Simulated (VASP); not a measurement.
# Zn3C (Im-3m) in VASP: relaxation of cell and atoms with PBE

Aim: the relaxation of cell and atoms of Zn3C with PBE.

Program: VASP 6.6.1. These are calculated values, not measurements. Logs are shortened: lines on timing, memory, paths and dates and some standing lists are left out, and cuts for length are marked.

### Step 1. The cell of the first run

Symmetry: Im-3m, No. 229, cubic system. Conventional cell: a = 4.882 Å, b = 4.882 Å, c = 4.882 Å, α = 90.00°, β = 90.00°, γ = 90.00°. Zn (site symmetry 4/mmm) has 4 Zn at 2.44 Å and 2 C at 2.44 Å within 3.2 Å. Within 3.2 Å of C (site symmetry m-3m) lie 6 Zn at 2.44 Å.

The cell was generated, and may not be a known phase.

### Step 2. Relaxation of cell and atoms, PBE

Input file INCAR:

```
SYSTEM = Zn3C
PREC = Accurate
ENCUT = 600
EDIFF = 1E-7
ISMEAR = 0
SIGMA = 0.1
LREAL = .FALSE.
LASPH = .TRUE.
NELM = 60
ALGO = Normal
ISIF = 3
LWAVE = .FALSE.
LCHARG = .FALSE.
GGA = PE
IBRION = 2
NSW = 100
EDIFFG = -0.01
```

Input file KPOINTS:

```
regular mesh
0
G
  14 14 14
  0 0 0
```

Input file POSCAR:

```
Zn3C
1.0
   -2.4411040656      2.4411040656      2.4411040656
    2.4411040656     -2.4411040656      2.4411040656
    2.4411040656      2.4411040656     -2.4411040656
Zn C
3 1
Direct
    0.0000000000      0.5000000000      0.5000000000
    0.5000000000      0.0000000000      0.5000000000
    0.5000000000      0.5000000000      0.0000000000
    0.0000000000      0.0000000000      0.0000000000
```

Potentials or basis: VASP PAW PBE potentials, release 64 (Zn, C).

The run is started by

```sh
> cat potpaw_PBE.64/Zn/POTCAR potpaw_PBE.64/C/POTCAR > POTCAR
> mpirun -np 1 vasp_std > vasp.out
```

OUTCAR:

```text
SYSTEM = Zn3C
   PREC = Accurate
   ENCUT = 600
   EDIFF = 1E-7
   ISMEAR = 0
   LREAL = .FALSE.
   LASPH = .TRUE.
   NELM = 60
   ISIF = 3
   GGA = PE
   IBRION = 2
   NSW = 100
   EDIFFG = -0.01

 ion  position               nearest neighbor table
   1  0.000  0.500  0.500-   2 2.44   3 2.44   4 2.44   4 2.44   3 2.44   2 2.44
   2  0.500  0.000  0.500-   1 2.44   3 2.44   4 2.44   3 2.44   4 2.44   1 2.44
   3  0.500  0.500  0.000-   1 2.44   2 2.44   4 2.44   2 2.44   1 2.44   4 2.44
   4  0.000  0.000  0.000-   1 2.44   2 2.44   3 2.44   1 2.44   2 2.44   3 2.44

  LATTYP: Found a body centered cubic cell.
 ALAT       =     4.8822081312

  Lattice vectors:

 A1 = (  -2.4411040656,   2.4411040656,   2.4411040656)
 A2 = (   2.4411040656,  -2.4411040656,   2.4411040656)
 A3 = (   2.4411040656,   2.4411040656,  -2.4411040656)

Analysis of symmetry for initial positions (statically):
=====================================================================
 Subroutine PRICEL returns:
 Original cell was already a primitive cell.

 Routine SETGRP: Setting up the symmetry group for a
 body centered cubic supercell.

 Subroutine GETGRP returns: Found 48 space group operations
 (whereof 48 operations were pure point group operations)
 out of a pool of 48 trial point group operations.

The static configuration has the point symmetry O_h .

Analysis of symmetry for dynamics (positions and initial velocities):
=====================================================================
 Subroutine PRICEL returns:
 Original cell was already a primitive cell.

 Routine SETGRP: Setting up the symmetry group for a
 body centered cubic supercell.

 Subroutine GETGRP returns: Found 48 space group operations
 (whereof 48 operations were pure point group operations)
 out of a pool of 48 trial point group operations.

The dynamic configuration has the point symmetry O_h .

 Subroutine INISYM returns: Found 48 space group operations
 (whereof 48 operations are pure point group operations),
[... 157 lines left out ...]
  -------------------------------------------------------------------------------------
  Total        0.1438459      0.1438459      0.1438459     -0.0000000     -0.0000000      0.0000000
  in kB        3.9608583      3.9608583      3.9608583     -0.0000000     -0.0000000      0.0000000
  external PRESSURE =       3.9608583 kB  Pullay stress =       0.0000000 kB

 VOLUME and BASIS-vectors are now :
 -----------------------------------------------------------------------------
  energy-cutoff  :      600.00
  volume of cell :       58.19
      direct lattice vectors                 reciprocal lattice vectors
    -2.441104066  2.441104066  2.441104066     0.000000000  0.204825352  0.204825352
     2.441104066 -2.441104066  2.441104066     0.204825352  0.000000000  0.204825352
     2.441104066  2.441104066 -2.441104066     0.204825352  0.204825352  0.000000000

 POSITION                                       TOTAL-FORCE (eV/Angst)
 -----------------------------------------------------------------------------------
      2.44110      0.00000      0.00000         0.000000      0.000000     -0.000000
      0.00000      2.44110      0.00000        -0.000000     -0.000000      0.000000
      0.00000      0.00000      2.44110        -0.000000      0.000000      0.000000
      0.00000      0.00000      0.00000        -0.000000     -0.000000     -0.000000
 -----------------------------------------------------------------------------------
    total drift:                                0.000000      0.000000     -0.000000

  FREE ENERGIE OF THE ION-ELECTRON SYSTEM (eV)
  ---------------------------------------------------
  free  energy   TOTEN  =        -7.7873607352 eV

  energy  without entropy=       -7.7817626587  energy(sigma->0) =       -7.78456170

--------------------------------------- Ionic step        2  -------------------------------------------

 number of electron      39.9999972 magnetization

 Free energy of the ion-electron system (eV)
  ---------------------------------------------------
  ext. energy  EPLUGINS =         0.00000000
  ---------------------------------------------------
  free energy    TOTEN  =        -7.78771208 eV

  energy without entropy =       -7.78205105  energy(sigma->0) =       -7.78488156

 E-fermi :   2.5561     XC(G=0): -11.1168

 val. band max:        2.4829856568   @ k =   0.2857   0.1429   0.0714
 cond. band min:       2.5619730109   @ k =  -0.2857   0.3571   0.1429
 fundamental gap:      0.0789873541
 Fermi energy:         2.5560716706

 k-point     1 :       0.0000    0.0000    0.0000
  band No.  band energies     occupation
      1      -8.8794      2.00000
      2      -5.7136      2.00000
      3      -5.7136      2.00000
      4      -5.5774      2.00000
      5      -5.4604      2.00000
      6      -5.4604      2.00000
[... 637 lines left out ...]
     23       6.6768      0.00000
     24       7.3527      0.00000

 [... further k-points ...]

------------------------ aborting loop because EDIFF is reached ----------------------------------------

  FORCE on cell =-STRESS in cart. coord.  units (eV):
  Direction    XX          YY          ZZ          XY          YZ          ZX
  --------------------------------------------------------------------------------------
  -------------------------------------------------------------------------------------
  Total       -0.0069790     -0.0069790     -0.0069790      0.0000000      0.0000000      0.0000000
  in kB       -0.1911740     -0.1911740     -0.1911740      0.0000000      0.0000000      0.0000000
  external PRESSURE =      -0.1911740 kB  Pullay stress =       0.0000000 kB

 VOLUME and BASIS-vectors are now :
 -----------------------------------------------------------------------------
  energy-cutoff  :      600.00
  volume of cell :       58.49
      direct lattice vectors                 reciprocal lattice vectors
    -2.445339082  2.445339082  2.445339082     0.000000000  0.204470621  0.204470621
     2.445339082 -2.445339082  2.445339082     0.204470621  0.000000000  0.204470621
     2.445339082  2.445339082 -2.445339082     0.204470621  0.204470621  0.000000000

 POSITION                                       TOTAL-FORCE (eV/Angst)
 -----------------------------------------------------------------------------------
      0.00000      2.44534      2.44534         0.000000     -0.000000     -0.000000
      2.44534      0.00000      2.44534        -0.000000      0.000000      0.000000
      0.00000      0.00000      2.44534         0.000000     -0.000000     -0.000000
      2.44534      2.44534      2.44534        -0.000000      0.000000     -0.000000
 -----------------------------------------------------------------------------------
    total drift:                                0.000000      0.000000      0.000000

  FREE ENERGIE OF THE ION-ELECTRON SYSTEM (eV)
  ---------------------------------------------------
  free  energy   TOTEN  =        -7.7877120799 eV

  energy  without entropy=       -7.7820510499  energy(sigma->0) =       -7.78488156

 reached required accuracy - stopping structural energy minimisation
```

OSZICAR:

```text
N       E                     dE             d eps       ncg     rms          rms(c)
DAV:   1     0.226536243571E+03    0.22654E+03   -0.22480E+04  4992   0.271E+03
DAV:   2     0.457808435674E+01   -0.22196E+03   -0.21950E+03  5288   0.418E+02
DAV:   3    -0.902756885097E+01   -0.13606E+02   -0.13447E+02  5752   0.108E+02
[... 18 lines left out ...]
DAV:   5    -0.778770886429E+01    0.13922E-03   -0.82240E-05  6208   0.105E-01    0.491E-03
DAV:   6    -0.778771055072E+01   -0.16864E-05   -0.93878E-06  5064   0.242E-02    0.359E-03
DAV:   7    -0.778771236517E+01   -0.18145E-05   -0.14554E-06  6008   0.186E-02    0.248E-03
DAV:   8    -0.778771213081E+01    0.23437E-06   -0.56382E-07  4480   0.126E-02    0.433E-04
DAV:   9    -0.778771207989E+01    0.50912E-07   -0.57039E-08  2968   0.134E-03
   2 F= -.77877121E+01 E0= -.77848816E+01  d E =-.351345E-03
```

CONTCAR:

```text
Zn3C
   1.00000000000000
    -2.4453390819413725    2.4453390819413725    2.4453390819413725
     2.4453390819413725   -2.4453390819413725    2.4453390819413725
     2.4453390819413725    2.4453390819413725   -2.4453390819413725
  Zn              C
     3     1
Direct
     1.0000000000000000    0.5000000000000000    0.5000000000000000
     0.5000000000000000    1.0000000000000000    0.5000000000000000
     0.5000000000000000    0.5000000000000000    0.0000000000000000
     1.0000000000000000    1.0000000000000000    1.0000000000000000

  0.00000000E+00  0.00000000E+00  0.00000000E+00
  0.00000000E+00  0.00000000E+00  0.00000000E+00
  0.00000000E+00  0.00000000E+00  0.00000000E+00
  0.00000000E+00  0.00000000E+00  0.00000000E+00
```

Run time: 3.5 min. Hardware: 1 thread of AMD EPYC 9R45 (Zen 5), shared host; peak memory 0.28 GiB.

Results:

- Free energy: -7.7877 eV
- Relaxed volume: 14.62 Å³/atom
- Relaxed cell: a = 4.235 Å, b = 4.235 Å, c = 4.235 Å, α = 109.47°, β = 109.47°, γ = 109.47°
- Space group after relaxing (to 0.1 Å): Im-3m (No. 229)
- Energy gained by relaxing: 0.1 meV/atom
- Ionic steps: 2
- Pressure after relaxing: 0.0 GPa
- Band gap on the k mesh: zero (bands 20 and 21 overlap by 4.57 eV)

The path:
| step | energy change (eV) | largest force (eV/Å) | pressure (GPa) | volume (Å³) |
| --- | --- | --- | --- | --- |
| 1 | 0.0000 | 0.0000 | 0.40 | 58.19 |
| 2 | -0.0004 | 0.0000 | -0.02 | 58.49 |

Final structure:
```
CELL_PARAMETERS angstrom
-2.44534 2.44534 2.44534
2.44534 -2.44534 2.44534
2.44534 2.44534 -2.44534
ATOMIC_POSITIONS crystal
Zn 0.00000 0.50000 0.50000
Zn 0.50000 0.00000 0.50000
Zn 0.50000 0.50000 0.00000
C 0.00000 0.00000 0.00000
```

The gap in the log of VASP goes by the Fermi energy; the results here count the filled bands.